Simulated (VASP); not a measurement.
# Rh (Fm-3m) in VASP: a series of runs, part 2 of 2

VASP 6.6.1.

## Step 4: Single point, revPBE

This run uses another cell than the first one, of 13.12 Å³/atom, 0.906 times its volume.

Input file INCAR:

```
SYSTEM = Rh
PREC = Accurate
ENCUT = 520
EDIFF = 1E-6
ISMEAR = -1
SIGMA = 0.05
LREAL = .FALSE.
LASPH = .TRUE.
NELM = 80
ALGO = Normal
ISIF = 2
LWAVE = .FALSE.
LCHARG = .FALSE.
GGA = RE
NBANDS = 14
```

Input file KPOINTS:

```
Automatic mesh
0
G
  12 12 12
  0 0 0
```

Input file POSCAR:

```
Rh
1.0
    0.0000000000      1.8722002341      1.8722002341
    1.8722002341      0.0000000000      1.8722002341
    1.8722002341      1.8722002341      0.0000000000
Rh
1
Direct
    0.0000000000      0.0000000000      0.0000000000
```

Potentials or basis: VASP PAW PBE potentials, release 64 (Rh_pv).

Launch:

```
$ cat potpaw_PBE.64/Rh_pv/POTCAR > POTCAR
$ mpirun -np 1 vasp_std > vasp.out
```

OUTCAR:

```text
SYSTEM = Rh
   PREC = Accurate
   ENCUT = 520
   EDIFF = 1E-6
   ISMEAR = -1
   LREAL = .FALSE.
   LASPH = .TRUE.
   NELM = 80
   ISIF = 2
   GGA = RE

 ion  position               nearest neighbor table
   1  0.000  0.000  0.000-

  LATTYP: Found a face centered cubic cell.
 ALAT       =     3.7444004682

  Lattice vectors:

 A1 = (   0.0000000000,   1.8722002341,   1.8722002341)
 A2 = (   1.8722002341,   0.0000000000,   1.8722002341)
 A3 = (   1.8722002341,   1.8722002341,   0.0000000000)

Analysis of symmetry for initial positions (statically):
[... 33 lines left out ...]
                                     Primitive cell

  volume of cell :      13.1246

  direct lattice vectors                    reciprocal lattice vectors
     0.000000000  1.872200234  1.872200234    -0.267065451  0.267065451  0.267065451
     1.872200234  0.000000000  1.872200234     0.267065451 -0.267065451  0.267065451
     1.872200234  1.872200234  0.000000000     0.267065451  0.267065451 -0.267065451

  length of vectors
     2.647690963  2.647690963  2.647690963     0.462570930  0.462570930  0.462570930

  position of ions in fractional coordinates (direct lattice)
     0.000000000  0.000000000  0.000000000

  ion indices of the primitive-cell ions
   primitive index   ion index
                 1           1

----------------------------------------------------------------------------------------

 KPOINTS: Automatic mesh

Automatic generation of k-mesh.
 Grid dimensions read from file:
 generate k-points for:   12   12   12

 Generating k-lattice:

  Cartesian coordinates                     Fractional coordinates (reciprocal lattice)
    -0.022255454  0.022255454  0.022255454     0.083333333  0.000000000  0.000000000
     0.022255454 -0.022255454  0.022255454     0.000000000  0.083333333  0.000000000
     0.022255454  0.022255454 -0.022255454     0.000000000  0.000000000  0.083333333

  Length of vectors
     0.038547578  0.038547578  0.038547578

[... 72 lines left out ...]
     AMIX     =   0.40;   BMIX     =  1.00
     AMIX_MAG =   1.60;   BMIX_MAG =  1.00
  volume/ion in A,a.u.               =      13.12        88.57
  Fermi-wavevector in a.u.,A,eV,Ry     =   1.711629  3.234510 39.860630  2.929674
  Thomas-Fermi vector in A             =   2.789708
   LORBIT       =      0    0 simple, 1 ext, 2 COOP (PROOUT), +10 PAW based schemes
   GGA     = RE    functional components
   LHFCALC =     F    Hartree Fock is set to
   AEXX    =    0.0000 exact exchange contribution
   IVDW    =     0    specifies the selected vdW correction
   LEPSILON=     F    determine dielectric tensor
   LRPA    =     F    only Hartree local field effects (RPA)
 non-spin polarized calculation
  energy-cutoff  :      520.00
  volume of cell :       13.12
 maximum number of plane-waves:       366
   NGX =  9   NGY =  9   NGZ =  9

 number of electron      14.9999999 magnetization

 Free energy of the ion-electron system (eV)
  ---------------------------------------------------
  ext. energy  EPLUGINS =         0.00000000
  ---------------------------------------------------
  free energy    TOTEN  =        -6.67908237 eV

  energy without entropy =       -6.67134146  energy(sigma->0) =       -6.67521191

 E-fermi :  12.8472     XC(G=0): -14.2698

 val. band max:       12.7551910633   @ k =  -0.3333   0.3333   0.0000
 cond. band min:      12.8776110387   @ k =   0.3333   0.1667   0.0000
 fundamental gap:      0.1224199754
 Fermi energy:        12.8472282366

 k-point     1 :       0.0000    0.0000    0.0000
  band No.  band energies     occupation
      1     -33.6490      2.00000
      2     -33.6490      2.00000
      3     -33.6490      2.00000
      4       4.5578      2.00000
      5       9.5210      2.00000
      6       9.5210      2.00000
      7       9.5210      2.00000
      8      11.7562      2.00000
      9      11.7562      2.00000
     10      28.7957      0.00000
     11      33.2294      0.00000
     12      34.5363      0.00000
     13      34.5363      0.00000
     14      34.5363      0.00000
[... 377 lines left out ...]
      1     -34.4272      2.00000
      2     -33.9229      2.00000
      3     -33.7983      2.00000
      4       7.0965      2.00000
      5       8.7998      2.00000
      6      10.1482      2.00000
      7      10.6290      2.00000
      8      13.0996      0.01277
      9      17.1384      0.00000
     10      22.0450      0.00000
     11      29.1277      0.00000
     12      32.1510      0.00000
     13      33.2312      0.00000
     14      33.9693      0.00000

 [... further k-points ...]
[... 5 lines left out ...]
  --------------------------------------------------------------------------------------
  -------------------------------------------------------------------------------------
  Total        1.9896405      1.9896405      1.9896405      0.0000000      0.0000000      0.0000000
  in kB      242.8836680    242.8836680    242.8836680      0.0000000      0.0000000      0.0000000
  external PRESSURE =     242.8836680 kB  Pullay stress =       0.0000000 kB

 VOLUME and BASIS-vectors are now :
 -----------------------------------------------------------------------------
  energy-cutoff  :      520.00
  volume of cell :       13.12
      direct lattice vectors                 reciprocal lattice vectors
     0.000000000  1.872200234  1.872200234    -0.267065451  0.267065451  0.267065451
     1.872200234  0.000000000  1.872200234     0.267065451 -0.267065451  0.267065451
     1.872200234  1.872200234  0.000000000     0.267065451  0.267065451 -0.267065451

 POSITION                                       TOTAL-FORCE (eV/Angst)
 -----------------------------------------------------------------------------------
      0.00000      0.00000      0.00000         0.000000      0.000000      0.000000
 -----------------------------------------------------------------------------------
    total drift:                                0.000000      0.000000      0.000000

  FREE ENERGIE OF THE ION-ELECTRON SYSTEM (eV)
  ---------------------------------------------------
  free  energy   TOTEN  =        -6.6790823711 eV

  energy  without entropy=       -6.6713414574  energy(sigma->0) =       -6.67521191
```

OSZICAR:

```text
N       E                     dE             d eps       ncg     rms          rms(c)
DAV:   1     0.122676164969E+03    0.12268E+03   -0.88277E+03  2016   0.116E+03
DAV:   2    -0.554741967776E+01   -0.12822E+03   -0.12268E+03  2232   0.346E+02
DAV:   3    -0.713289464782E+01   -0.15855E+01   -0.15830E+01  2388   0.424E+01
DAV:   4    -0.713848485730E+01   -0.55902E-02   -0.55900E-02  2262   0.258E+00
DAV:   5    -0.713853294103E+01   -0.48084E-04   -0.48082E-04  2316   0.210E-01    0.112E+01
DAV:   6    -0.670252962953E+01    0.43600E+00   -0.67270E-01  2112   0.117E+01    0.425E+00
DAV:   7    -0.668248509736E+01    0.20045E-01   -0.22673E-02  2304   0.198E+00    0.184E+00
DAV:   8    -0.667923172198E+01    0.32534E-02   -0.34774E-03  2106   0.794E-01    0.254E-01
DAV:   9    -0.667908343938E+01    0.14828E-03   -0.69588E-05  2142   0.114E-01    0.186E-02
DAV:  10    -0.667908229893E+01    0.11404E-05   -0.36107E-06  2268   0.250E-02    0.259E-03
DAV:  11    -0.667908237108E+01   -0.72145E-07   -0.26299E-07  1074   0.710E-03
   1 F= -.66790824E+01 E0= -.66752119E+01  d E =-.774091E-02
```

stdout:

```text
POSCAR found type information on POSCAR Rh
 POSCAR found :  1 types and       1 ions
 scaLAPACK will be used
 -----------------------------------------------------------------------------
|                                                                             |
|                                                                             |
|     You enforced a specific xc type in the INCAR file but a different       |
|     I HOPE YOU KNOW WHAT YOU ARE DOING!                                     |
|                                                                             |
 -----------------------------------------------------------------------------

 LDA part: xc-table for (Slater+PW92), standard interpolation
 POSCAR, INCAR and KPOINTS ok, starting setup
 FFT: planning ... GRIDC
 FFT: planning ... GRID_SOFT
 FFT: planning ... GRID
 WAVECAR not read
 entering main loop
```

Wall time 6.7 s (1 thread of Intel Xeon Platinum 8375C at 2.90GHz (Ice Lake), shared host); peak memory 0.13 GiB.

Results:

- Free energy: -6.6791 eV
- Pressure: 24.3 GPa

Levels at points of the mesh, in eV from the Fermi level:
```
           k point  band 5  band 6  band 7  band 8  band 9  band 10
(0.00, 0.00, 0.00)   -3.33   -3.33   -3.33   -1.09   -1.09    15.95
(0.50, 0.00, 0.00)   -3.42   -3.42    0.59    0.59    0.69     9.14
(0.50, 0.50, 0.00)   -6.39    0.56    1.04    1.04    3.34    12.88
```

Caveat: the PAW data sets were made with another functional, which shifts forces and pressure a little.

## Step 5: Single point, revPBE

This run uses another cell than the first one, of 13.40 Å³/atom, 0.925 times its volume.

Input file INCAR:

```
SYSTEM = Rh
ALGO = Normal ; EDIFF = 1E-6
ENCUT = 520 ; GGA = RE
ISIF = 2 ; ISMEAR = -1
LASPH = .TRUE. ; LCHARG = .FALSE.
LREAL = .FALSE. ; LWAVE = .FALSE.
NBANDS = 14 ; NELM = 80
PREC = Accurate ; SIGMA = 0.05
```

Input file KPOINTS:

```
k-points
0
G
  12 12 12
  0 0 0
```

Input file POSCAR:

```
Rh
1.0
    0.0000000000      1.8851123679      1.8851123679
    1.8851123679      0.0000000000      1.8851123679
    1.8851123679      1.8851123679      0.0000000000
Rh
1
Direct
    0.0000000000      0.0000000000      0.0000000000
```

Launch:

```
$ cat potpaw_PBE.64/Rh_pv/POTCAR > POTCAR
$ mpirun -np 1 vasp_std > vasp.out
```

Wall time 6.8 s (1 thread of Intel Xeon Platinum 8375C at 2.90GHz (Ice Lake), shared host); peak memory 0.13 GiB.

Results (log left out):

```yaml
Free_energy: -6.7145 eV
Pressure: 17.1 GPa
```

Levels at points of the mesh, in eV from the Fermi level:
```csv
k point,band 5,band 6,band 7,band 8,band 9,band 10
"(0.00, 0.00, 0.00)",-3.22,-3.22,-3.22,-1.06,-1.06,15.97
"(0.50, 0.00, 0.00)",-3.30,-3.30,0.57,0.57,0.71,8.92
"(0.50, 0.50, 0.00)",-6.19,0.54,1.01,1.01,3.31,12.61
```

Caveat: the PAW data sets were made with another functional, which shifts forces and pressure a little.

## Step 6: Single point, revPBE

This run uses another cell than the first one, of 13.67 Å³/atom, 0.943 times its volume.

Input file INCAR:

```
SYSTEM = Rh
PREC     = Accurate       ! precision mode
ENCUT    = 520            ! plane-wave cutoff, eV
EDIFF    = 1E-6           ! SCF threshold, eV
ISMEAR   = -1             ! smearing method
SIGMA    = 0.05           ! smearing width, eV
LREAL    = .FALSE.        ! projectors in reciprocal space
LASPH    = .TRUE.         ! aspherical terms in the spheres
NELM     = 100            ! most SCF steps
ALGO     = Normal         ! electronic algorithm
ISIF     = 2              ! what is computed and relaxed
LWAVE    = .FALSE.        ! write WAVECAR
LCHARG   = .TRUE.         ! write CHGCAR
GGA      = RE             ! functional
LELF     = .TRUE.         ! ELF
LVHAR    = .TRUE.       
NBANDS   = 14             ! bands
```

Input file KPOINTS:

```
Automatic mesh
0
G
  12 12 12
  0 0 0
```

Input file POSCAR:

```
Rh
1.0
    0.0000000000      1.8978500000      1.8978500000
    1.8978500000      0.0000000000      1.8978500000
    1.8978500000      1.8978500000      0.0000000000
Rh
1
Direct
    0.0000000000      0.0000000000      0.0000000000
```

Potentials or basis: VASP PAW PBE potentials, release 64 (Rh_pv).

Launch:

```
$ cat potpaw_PBE.64/Rh_pv/POTCAR > POTCAR
$ mpirun -np 1 vasp_std > vasp.out
```

Wall time 7.1 s (1 thread of Intel Xeon Platinum 8375C at 2.90GHz (Ice Lake), shared host); peak memory 0.13 GiB.

It converged, with:

* Free energy: -6.7384 eV
* Pressure: 10.8 GPa

Levels at points of the mesh, in eV from the Fermi level:
```
           k point  band 3  band 4  band 5  band 6  band 7  band 8  band 9  band 10  band 11  band 12
(0.00, 0.00, 0.00)  -46.42   -7.98   -3.12   -3.12   -3.12   -1.02   -1.02    15.99    20.51    21.50
(0.50, 0.00, 0.00)  -46.52   -6.16   -3.20   -3.20    0.55    0.55    0.74     8.71    15.50    20.51
(0.50, 0.50, 0.00)  -46.69   -6.38   -6.00    0.52    0.97    0.97    3.29    12.35    13.38    13.38
```

Caveat: the PAW data sets were made with another functional, which shifts forces and pressure a little.

## Step 7: The runs side by side

| level | spin | cell | smearing | gap on the mesh (eV) | pressure (GPa) |
| --- | --- | --- | --- | --- | --- |
| RPBE | non-collinear, zero start, SOC | a = 2.737 Å, angles 60.0°, 1 atom | fermi-dirac 0.1 eV | - | -2.2 |
| revPBE | off | a = 2.629 Å, angles 60.0°, 1 atom | fermi-dirac 0.05 eV | none | 32.3 |
| revPBE | off | a = 2.648 Å, angles 60.0°, 1 atom | fermi-dirac 0.05 eV | none | 24.3 |
| revPBE | off | a = 2.666 Å, angles 60.0°, 1 atom | fermi-dirac 0.05 eV | none | 17.1 |
| revPBE | off | a = 2.684 Å, angles 60.0°, 1 atom | fermi-dirac 0.05 eV | none | 10.8 |

Alike in all rows: task single point; potentials or basis VASP PAW PBE potentials, release 64 (Rh_pv); k mesh 12 × 12 × 12; cutoff (eV) 520.

Caveats: the PAW data sets were made with another functional, which shifts forces and pressure a little.

Absolute energies hang on the potentials; compare differences alone.
